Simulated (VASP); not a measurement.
The system is AlH2.

```
Al H
1.0
     4.48529    0.00000    0.00000
    -2.24265    3.88438    0.00000
     0.00000    0.00000    3.74655
Al H
2 4
Cartesian
  0.0000 2.5896 0.0000
  2.2426 1.2948 0.0000
  2.2426 0.0000 0.0000
  -1.1213 1.9422 0.0000
  1.1213 1.9422 0.0000
  0.0000 0.0000 1.8733
```

| Item | Value |
| --- | --- |
| Program | VASP 6.6.1 |
| Task | relaxation of cell and atoms |
| Functional | PBE |
| Potentials or basis | VASP PAW PBE potentials, release 64 (Al, H) |
| Cutoff | 600 eV |
| k mesh | 6 × 6 × 4 |
| Occupations | gaussian, width 0.1 eV |
| Spin | no spin polarisation |

At the start: pressure 35.8 GPa; volume 10.88 Å³/atom.

Task: Where does the relaxation end?

Result: Over 11 steps the energy falls by 1234.2 meV/atom and the volume is 13.31 Å³/atom (+22.4 %); space group P6/mmm (No. 191, to 0.05 Å).

The path:
| step | energy change (eV) | largest force (eV/Å) | pressure (GPa) | volume (Å³) |
| --- | --- | --- | --- | --- |
| 1 | 0.0000 | 0.0000 | 35.81 | 65.27 |
| 2 | -5.5805 | 0.0000 | 5.14 | 89.34 |
| 3 | -6.2250 | 0.0000 | -0.69 | 99.00 |
| 4 | -6.3224 | 0.0000 | -2.52 | 103.74 |
| 5 | -6.3318 | 0.0000 | -3.04 | 105.20 |
| 6 | -6.5562 | 0.0000 | -3.27 | 100.26 |
| 7 | -6.9781 | 0.0000 | -3.33 | 91.92 |
| 8 | -7.2935 | 0.0000 | 3.10 | 75.54 |
| 9 | -7.3631 | 0.0000 | -1.42 | 83.06 |
| 10 | -7.4034 | 0.0000 | -0.32 | 80.56 |
| 11 | -7.4055 | 0.0000 | 0.04 | 79.88 |

Final structure:
```cif
data_structure
_symmetry_space_group_name_H-M 'P 1'
_symmetry_Int_Tables_number 1
_cell_length_a 5.9112
_cell_length_b 5.9112
_cell_length_c 2.6396
_cell_angle_alpha 90.000
_cell_angle_beta 90.000
_cell_angle_gamma 120.000
_cell_volume 79.88
loop_
_atom_site_label
_atom_site_type_symbol
_atom_site_fract_x
_atom_site_fract_y
_atom_site_fract_z
_atom_site_occupancy
Al1 Al 0.33333 0.66667 0.00000 1
Al2 Al 0.66667 0.33333 0.00000 1
H1 H 0.50000 0.00000 0.00000 1
H2 H 0.00000 0.50000 0.00000 1
H3 H 0.50000 0.50000 0.00000 1
H4 H 0.00000 0.00000 0.50000 1
```

Caveat: the k points lie up to 0.60 Å⁻¹ apart in the final cell; the volume moved by over 15 % at a fixed basis, so the end points are rough.
